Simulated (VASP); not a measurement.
# AlP (sol) (F-43m) in VASP: further runs

The runs below take AlP (sol) through single point, relaxation of cell and atoms, with PBEsol.

Program: VASP 6.6.1. These are calculated values, not measurements. Logs are shortened: lines on timing, memory, paths and dates and some standing lists are left out, and cuts for length are marked.

## Step 1: The cell of the first run

Symmetry: F-43m, No. 216, cubic system. The conventional cell has a = 5.470 Å, b = 5.470 Å, c = 5.470 Å, α = 90.00°, β = 90.00°, γ = 90.00°. Al (site symmetry -43m) has 4 P at 2.37 Å within 3.1 Å. Within 3.1 Å of P (site symmetry -43m) lie 4 Al at 2.37 Å.

## Step 2: Single point, PBEsol

Input file INCAR:

```
PREC = Accurate ; ENCUT = 500
EDIFF = 1E-6 ; ISMEAR = 0
SIGMA = 0.01 ; LREAL = F
LASPH = T ; NELM = 120
ALGO = Normal ; ISIF = 2
LWAVE = F ; LCHARG = F
GGA = PS ; NBANDS = 11
GGA_COMPAT = F
```

Input file KPOINTS:

```
Automatic mesh
0
Gamma
  8 8 8
```

Input file POSCAR:

```
AlP
1.0
    0.0000000000      2.7351565883      2.7351565883
    2.7351565883      0.0000000000      2.7351565883
    2.7351565883      2.7351565883      0.0000000000
Al P
1 1
Direct
    0.0000000000      0.0000000000      0.0000000000
    0.2500000000      0.2500000000      0.2500000000
```

Potentials or basis: VASP PAW PBE potentials, release 64 (Al, P).

Started as:

```
$ cat potpaw_PBE.64/Al/POTCAR potpaw_PBE.64/P/POTCAR > POTCAR
$ mpirun -np 1 vasp_std > vasp.out
```

OUTCAR:

```text
PREC = Accurate
   ENCUT = 500
   EDIFF = 1E-6
   ISMEAR = 0
   LREAL = F
   LASPH = T
   NELM = 120
   ISIF = 2
   GGA = PS

 ion  position               nearest neighbor table
   1  0.000  0.000  0.000-   2 2.37   2 2.37   2 2.37   2 2.37
   2  0.250  0.250  0.250-   1 2.37   1 2.37   1 2.37   1 2.37

  LATTYP: Found a face centered cubic cell.
 ALAT       =     5.4703131766

  Lattice vectors:

 A1 = (   0.0000000000,   2.7351565883,   2.7351565883)
 A2 = (   2.7351565883,   0.0000000000,   2.7351565883)
 A3 = (   2.7351565883,   2.7351565883,   0.0000000000)

Analysis of symmetry for initial positions (statically):
=====================================================================
 Subroutine PRICEL returns:
 Original cell was already a primitive cell.

 Routine SETGRP: Setting up the symmetry group for a
 face centered cubic supercell.

 Subroutine GETGRP returns: Found 24 space group operations
 (whereof 24 operations were pure point group operations)
 out of a pool of 48 trial point group operations.

The static configuration has the point symmetry T_d .

Analysis of symmetry for dynamics (positions and initial velocities):
=====================================================================
 Subroutine PRICEL returns:
 Original cell was already a primitive cell.

 Routine SETGRP: Setting up the symmetry group for a
 face centered cubic supercell.

 Subroutine GETGRP returns: Found 24 space group operations
 (whereof 24 operations were pure point group operations)
 out of a pool of 48 trial point group operations.

The dynamic configuration has the point symmetry T_d .

 Subroutine INISYM returns: Found 24 space group operations
 (whereof 24 operations are pure point group operations),
 and found     1 'primitive' translations

----------------------------------------------------------------------------------------

                                     Primitive cell

  volume of cell :      40.9239

  direct lattice vectors                    reciprocal lattice vectors
     0.000000000  2.735156588  2.735156588    -0.182804890  0.182804890  0.182804890
     2.735156588  0.000000000  2.735156588     0.182804890 -0.182804890  0.182804890
     2.735156588  2.735156588  0.000000000     0.182804890  0.182804890 -0.182804890

  length of vectors
     3.868095542  3.868095542  3.868095542     0.316627358  0.316627358  0.316627358

  position of ions in fractional coordinates (direct lattice)
     0.000000000  0.000000000  0.000000000
     0.250000000  0.250000000  0.250000000

  ion indices of the primitive-cell ions
   primitive index   ion index
                 1           1
                 2           2

----------------------------------------------------------------------------------------

 KPOINTS: Automatic mesh

Automatic generation of k-mesh.
 Grid dimensions read from file:
 generate k-points for:    8    8    8

 Generating k-lattice:

  Cartesian coordinates                     Fractional coordinates (reciprocal lattice)
    -0.022850611  0.022850611  0.022850611     0.125000000  0.000000000  0.000000000
     0.022850611 -0.022850611  0.022850611     0.000000000  0.125000000  0.000000000
     0.022850611  0.022850611 -0.022850611     0.000000000  0.000000000  0.125000000

  Length of vectors
     0.039578420  0.039578420  0.039578420

  Shift w.r.t. Gamma in fractional coordinates (k-lattice)
     0.000000000  0.000000000  0.000000000

 Subroutine IBZKPT returns following result:
 ===========================================

 Found     29 irreducible k-points:

 Following reciprocal coordinates:
            Coordinates               Weight
  0.000000  0.000000  0.000000      1.000000
  0.125000  0.000000  0.000000      8.000000
  0.250000  0.000000  0.000000      8.000000
  0.375000  0.000000  0.000000      8.000000
  0.500000  0.000000  0.000000      4.000000
  0.125000  0.125000  0.000000      6.000000
[... 16 lines left out ...]
  0.500000  0.250000  0.125000     48.000000
 -0.375000  0.250000  0.125000     24.000000
 [... further k-points ...]
   k-points           NKPTS =     29   k-points in BZ     NKDIM =     29   number of bands    NBANDS=     11
   number of dos      NEDOS =    301   number of ions     NIONS =      2
   total plane-waves  NPLWV =  21952
   dimension x,y,z NGX =    28 NGY =   28 NGZ =   28
   dimension x,y,z NGXF=    56 NGYF=   56 NGZF=   56
   ions per type =               1   1
   NGX,Y,Z   is equivalent  to a cutoff of  12.03, 12.03, 12.03 a.u.
   NGXF,Y,Z  is equivalent  to a cutoff of  24.07, 24.07, 24.07 a.u.
 SYSTEM =  unknown system
   PREC   = accura    normal or accurate (medium, high low for compatibility)
   ISTART =      0    job   : 0-new  1-cont  2-samecut
   ICHARG =      2    charge: 1-file 2-atom 10-const
   ISPIN  =      1    spin polarized calculation?
   LNONCOLLINEAR =      F non collinear calculations
   LSORBIT =      F    spin-orbit coupling
   LASPH  =      T    aspherical Exc in radial PAW
   ENCUT  =  500.0 eV  36.75 Ry    6.06 a.u.   7.05  7.05  7.05*2*pi/ulx,y,z
   NELM   =    120;   NELMIN=  2; NELMDL= -5     # of ELM steps
   EDIFF  = 0.1E-05   stopping-criterion for ELM
   LREAL  =      F    real-space projection
   EDIFFG = 0.1E-04   stopping-criterion for IOM
   NSW    =      0    number of steps for IOM
   IBRION =     -1    ionic relax: 0-MD 1-quasi-New 2-CG
   NFREE  =      0    steps in history (QN), initial steepest desc. (CG)
   ISIF   =      2    stress and relaxation
   ISYM   =      2    0-nonsym 1-usesym 2-fastsym
   POTIM  = 0.5000    time-step for ionic-motion
   TEBEG  =    0.0;   TEEND  =   0.0 temperature during run
   PSTRESS=    0.0 pullay stress
   NELECT =       8.0000    total number of electrons
   NUPDOWN=      -1.0000    fix difference up-down
   EMIN   =  10.00;   EMAX   =-10.00  energy-range for DOS
   EFERMI =   0.00;   METHOD = LEGACY
   ISMEAR =     0;   SIGMA  =   0.01  broadening in eV -4-tet -1-fermi 0-gaus
   EFERMI_NEDOS =   21; number of points for ismear=-14 and -15
   IALGO  =     38    algorithm
   IMIX   =      4    mixing-type and parameters
     AMIX     =   0.40;   BMIX     =  1.00
     AMIX_MAG =   1.60;   BMIX_MAG =  1.00
  volume/ion in A,a.u.               =      20.46       138.08
  Fermi-wavevector in a.u.,A,eV,Ry     =   0.950122  1.795470 12.282408  0.902732
  Thomas-Fermi vector in A             =   2.078469
   LORBIT       =      0    0 simple, 1 ext, 2 COOP (PROOUT), +10 PAW based schemes
   GGA     = PS    functional components
   LHFCALC =     F    Hartree Fock is set to
   AEXX    =    0.0000 exact exchange contribution
   IVDW    =     0    specifies the selected vdW correction
   LEPSILON=     F    determine dielectric tensor
   LRPA    =     F    only Hartree local field effects (RPA)
 non-spin polarized calculation
 Gauss-broadening in eV      SIGMA  =   0.01
  energy-cutoff  :      500.00
  volume of cell :       40.92
 maximum number of plane-waves:      1056
   NGX = 15   NGY = 15   NGZ = 15

 number of electron       8.0000000 magnetization

 Free energy of the ion-electron system (eV)
  ---------------------------------------------------
  ext. energy  EPLUGINS =         0.00000000
  ---------------------------------------------------
  free energy    TOTEN  =       -10.99516462 eV

  energy without entropy =      -10.99516462  energy(sigma->0) =      -10.99516462

 E-fermi :   4.5933     XC(G=0):  -9.3432

 val. band max:        4.4835827446   @ k =   0.0000   0.0000   0.0000
 cond. band min:       5.9329995352   @ k =   0.5000   0.5000   0.0000
 fundamental gap:      1.4494167906
 Fermi energy:         4.5933477811

 k-point     1 :       0.0000    0.0000    0.0000
  band No.  band energies     occupation
      1      -7.0115      2.00000
      2       4.4836      2.00000
      3       4.4836      2.00000
      4       4.4836      2.00000
      5       7.6393      0.00000
      6       8.9879      0.00000
      7       8.9879      0.00000
      8       8.9879      0.00000
      9      13.2794      0.00000
     10      13.2794      0.00000
     11      14.5396      0.00000

 k-point     2 :       0.1250    0.0000    0.0000
  band No.  band energies     occupation
      1      -6.8390      2.00000
      2       3.2437      2.00000
      3       4.3346      2.00000
      4       4.3346      2.00000
      5       8.0818      0.00000
      6       9.2714      0.00000
      7       9.2714      0.00000
      8       9.4864      0.00000
      9      12.7696      0.00000
     10      12.7696      0.00000
     11      15.1817      0.00000

 k-point     3 :       0.2500    0.0000    0.0000
  band No.  band energies     occupation
      1      -6.3532      2.00000
      2       1.2871      2.00000
      3       4.0397      2.00000
      4       4.0397      2.00000
      5       7.7088      0.00000
      6       9.5718      0.00000
      7       9.5718      0.00000
      8      11.2904      0.00000
      9      12.7389      0.00000
     10      12.7389      0.00000
     11      14.6386      0.00000

 k-point     4 :       0.3750    0.0000    0.0000
  band No.  band energies     occupation
      1      -5.6991      2.00000
      2      -0.3579      2.00000
      3       3.8044      2.00000
      4       3.8044      2.00000
      5       7.3315      0.00000
      6       9.3753      0.00000
      7       9.3753      0.00000
      8      12.4678      0.00000
      9      14.1342      0.00000
     10      14.1342      0.00000
     11      14.9362      0.00000
[... 239 lines left out ...]
 k-point    22 :       0.3750    0.2500    0.1250
  band No.  band energies     occupation
      1      -5.9419      2.00000
      2       0.9679      2.00000
      3       2.5706      2.00000
      4       3.5640      2.00000
      5       8.2518      0.00000
      6       9.2212      0.00000
      7       9.8393      0.00000
      8      11.2287      0.00000
      9      12.7433      0.00000
     10      15.1932      0.00000
     11      17.2588      0.00000

 k-point    23 :       0.5000    0.2500    0.1250
  band No.  band energies     occupation
      1      -5.3426      2.00000
      2      -0.1449      2.00000
      3       2.0012      2.00000
      4       3.1770      2.00000
      5       8.3452      0.00000
      6       9.1878      0.00000
      7      10.4357      0.00000
      8      11.5157      0.00000
      9      13.8728      0.00000
     10      15.7094      0.00000
     11      17.1854      0.00000

 k-point    24 :      -0.3750    0.2500    0.1250
  band No.  band energies     occupation
      1      -5.0136      2.00000
      2      -0.7071      2.00000
      3       1.8664      2.00000
      4       2.9880      2.00000
      5       8.3424      0.00000
      6       8.9187      0.00000
      7      11.3034      0.00000
      8      12.0948      0.00000
      9      13.3857      0.00000
     10      15.8219      0.00000
     11      17.1351      0.00000

 [... further k-points ...]

------------------------ aborting loop because EDIFF is reached ----------------------------------------

  FORCE on cell =-STRESS in cart. coord.  units (eV):
  Direction    XX          YY          ZZ          XY          YZ          ZX
  --------------------------------------------------------------------------------------
  -------------------------------------------------------------------------------------
  Total        0.0109650      0.0109650      0.0109650      0.0000000      0.0000000      0.0000000
  in kB        0.4292837      0.4292837      0.4292837      0.0000000      0.0000000      0.0000000
  external PRESSURE =       0.4292837 kB  Pullay stress =       0.0000000 kB

 VOLUME and BASIS-vectors are now :
 -----------------------------------------------------------------------------
  energy-cutoff  :      500.00
  volume of cell :       40.92
      direct lattice vectors                 reciprocal lattice vectors
     0.000000000  2.735156588  2.735156588    -0.182804890  0.182804890  0.182804890
     2.735156588  0.000000000  2.735156588     0.182804890 -0.182804890  0.182804890
     2.735156588  2.735156588  0.000000000     0.182804890  0.182804890 -0.182804890

 POSITION                                       TOTAL-FORCE (eV/Angst)
 -----------------------------------------------------------------------------------
      0.00000      0.00000      0.00000        -0.000000     -0.000000     -0.000000
      1.36758      1.36758      1.36758         0.000000      0.000000      0.000000
 -----------------------------------------------------------------------------------
    total drift:                                0.000000      0.000000      0.000000

  FREE ENERGIE OF THE ION-ELECTRON SYSTEM (eV)
  ---------------------------------------------------
  free  energy   TOTEN  =       -10.9951646194 eV

  energy  without entropy=      -10.9951646194  energy(sigma->0) =      -10.99516462
```

Run time: 17 s. Hardware: 1 thread of AMD EPYC 7R13, shared host; peak memory 0.12 GiB.

What came out:

- Free energy: -10.9952 eV
- Pressure: 0.0 GPa
- Band gap on the k mesh: 1.45 eV, indirect (least direct gap 3.16 eV)

Caveat: the PAW data sets were made with another functional, which shifts forces and pressure a little.

## Step 3: Relaxation of cell and atoms, PBEsol

This run uses another cell than the first one, of 20.39 Å³/atom, 0.997 times its volume.

Input file INCAR:

```
SYSTEM = AlP
ALGO     = Normal         ! electronic algorithm
EDIFF    = 1E-7           ! SCF threshold, eV
EDIFFG   = -0.002         ! ionic threshold
ENCUT    = 500            ! plane-wave cutoff, eV
GGA      = PS             ! functional
GGA_COMPAT= .FALSE.      
IBRION   = 2              ! ionic algorithm
ISIF     = 3              ! what is computed and relaxed
ISMEAR   = 0              ! smearing method
LASPH    = .TRUE.         ! aspherical terms in the spheres
LCHARG   = .FALSE.        ! write CHGCAR
LREAL    = .FALSE.        ! projectors in reciprocal space
LWAVE    = .FALSE.        ! write WAVECAR
NELM     = 120            ! most SCF steps
NELMIN   = 4            
NSW      = 100            ! ionic steps
PREC     = Accurate       ! precision mode
SIGMA    = 0.02           ! smearing width, eV
```

Input file KPOINTS:

```
k-points
0
G
  8 8 8
  0 0 0
```

Input file POSCAR:

```
AlP
1.0
    0.0000000000      2.7320000000      2.7320000000
    2.7320000000      0.0000000000      2.7320000000
    2.7320000000      2.7320000000      0.0000000000
Al P
1 1
Direct
    0.0000000000      0.0000000000      0.0000000000
    0.2500000000      0.2500000000      0.2500000000
```

Potentials or basis: VASP PAW PBE potentials, release 64 (Al, P).

Started as:

```
$ cat potpaw_PBE.64/Al/POTCAR potpaw_PBE.64/P/POTCAR > POTCAR
$ mpirun -np 1 vasp_std > vasp.out
```

OUTCAR:

```text
SYSTEM = AlP
   EDIFF = 1E-7
   EDIFFG = -0.002
   ENCUT = 500
   GGA = PS
   IBRION = 2
   ISIF = 3
   ISMEAR = 0
   LASPH = .TRUE.
   LREAL = .FALSE.
   NELM = 120
   NELMIN = 4
   NSW = 100
   PREC = Accurate

 ion  position               nearest neighbor table
   1  0.000  0.000  0.000-   2 2.37   2 2.37   2 2.37   2 2.37
   2  0.250  0.250  0.250-   1 2.37   1 2.37   1 2.37   1 2.37

  LATTYP: Found a face centered cubic cell.
 ALAT       =     5.4640000000

  Lattice vectors:

 A1 = (   0.0000000000,   2.7320000000,   2.7320000000)
 A2 = (   2.7320000000,   0.0000000000,   2.7320000000)
 A3 = (   2.7320000000,   2.7320000000,   0.0000000000)

Analysis of symmetry for initial positions (statically):
=====================================================================
 Subroutine PRICEL returns:
 Original cell was already a primitive cell.

[... 257 lines left out ...]
 Fermi energy:         4.6251766462

 k-point     1 :       0.0000    0.0000    0.0000
  band No.  band energies     occupation
      1      -7.0131      2.00000
      2       4.4794      2.00000
      3       4.4794      2.00000
      4       4.4794      2.00000
      5       7.6313      0.00000
      6       8.9831      0.00000
      7       8.9831      0.00000
      8       8.9831      0.00000
[... 243 lines left out ...]
 k-point    24 :      -0.3750    0.2500    0.1250
  band No.  band energies     occupation
      1      -5.0166      2.00000
      2      -0.7095      2.00000
      3       1.8633      2.00000
      4       2.9845      2.00000
      5       8.3378      0.00000
      6       8.9138      0.00000
      7      11.2977      0.00000
      8      12.0891      0.00000

 [... further k-points ...]

------------------------ aborting loop because EDIFF is reached ----------------------------------------

  FORCE on cell =-STRESS in cart. coord.  units (eV):
  Direction    XX          YY          ZZ          XY          YZ          ZX
  --------------------------------------------------------------------------------------
  -------------------------------------------------------------------------------------
  Total        0.0010797      0.0010797      0.0010797     -0.0000000      0.0000000     -0.0000000
  in kB        0.0422496      0.0422496      0.0422496     -0.0000000      0.0000000     -0.0000000
  external PRESSURE =       0.0422496 kB  Pullay stress =       0.0000000 kB
[... 17 lines left out ...]
  FREE ENERGIE OF THE ION-ELECTRON SYSTEM (eV)
  ---------------------------------------------------
  free  energy   TOTEN  =       -10.9951464270 eV

  energy  without entropy=      -10.9951464270  energy(sigma->0) =      -10.99514643

 reached required accuracy - stopping structural energy minimisation
```

OSZICAR:

```text
N       E                     dE             d eps       ncg     rms          rms(c)
DAV:   1     0.111193503826E+02    0.11119E+02   -0.30670E+03   488   0.734E+02
DAV:   2    -0.108848335743E+02   -0.22004E+02   -0.20981E+02   664   0.883E+01
DAV:   3    -0.113606393901E+02   -0.47581E+00   -0.47581E+00   640   0.175E+01
[... 22 lines left out ...]
DAV:   2    -0.109951578311E+02    0.61940E-04   -0.15877E-04   536   0.689E-02    0.252E-02
DAV:   3    -0.109951465183E+02    0.11313E-04   -0.45900E-05   592   0.353E-02    0.709E-03
DAV:   4    -0.109951461804E+02    0.33784E-06   -0.11271E-06   536   0.768E-03    0.581E-03
DAV:   5    -0.109951463407E+02   -0.16023E-06   -0.38432E-07   496   0.358E-03    0.244E-03
DAV:   6    -0.109951464270E+02   -0.86330E-07   -0.12251E-08   232   0.945E-04
   3 F= -.10995146E+02 E0= -.10995146E+02  d E =-.172225E-03
```

Wall time 38 s (1 thread of AMD EPYC 7R13, shared host); peak memory 0.12 GiB.

What came out:

```yaml
Free_energy: -10.9951 eV
Relaxed_volume: 20.47 Å³/atom
Relaxed_cell: a = 3.869 Å, b = 3.869 Å, c = 3.869 Å, α = 60.00°, β = 60.00°, γ = 60.00°
Space_group_after_relaxing_to_0.05_Å: F-43m (No. 216)
Energy_gained_by_relaxing: 0.1 meV/atom
Ionic_steps: 3
Pressure_after_relaxing: 0.0 GPa
Band_gap_on_the_k_mesh: 1.45 eV, indirect (least direct gap 3.15 eV)
```

Step by step:
```tsv
step	energy change (eV)	largest force (eV/Å)	pressure (GPa)	volume (Å³)
1	0.0000	0.0000	0.35	40.78
2	-0.0001	0.0000	-0.21	41.04
3	-0.0002	0.0000	0.00	40.94
```

Final structure:
```cif
data_structure
_symmetry_space_group_name_H-M 'P 1'
_symmetry_Int_Tables_number 1
_cell_length_a 3.8687
_cell_length_b 3.8687
_cell_length_c 3.8687
_cell_angle_alpha 60.000
_cell_angle_beta 60.000
_cell_angle_gamma 60.000
_cell_volume 40.94
loop_
_atom_site_label
_atom_site_type_symbol
_atom_site_fract_x
_atom_site_fract_y
_atom_site_fract_z
_atom_site_occupancy
Al1 Al 0.00000 0.00000 0.00000 1
P1 P 0.25000 0.25000 0.25000 1
```

Levels at points of the mesh, in eV from the valence-band top:
```csv
k point,band 1,band 2,band 3,band 4,band 5,band 6,band 7,band 8
"(0.00, 0.00, 0.00)",-11.49,0.00,0.00,0.00,3.15,4.50,4.50,4.50
"(0.50, 0.00, 0.00)",-9.81,-5.55,-0.76,-0.76,2.71,4.75,4.75,8.06
"(0.50, 0.50, 0.00)",-9.15,-5.32,-2.11,-2.11,1.45,2.37,10.94,10.94
```

Caveat: the PAW data sets were made with another functional, which shifts forces and pressure a little. PBEsol gaps usually lie below the measured ones, often by a third to a half.
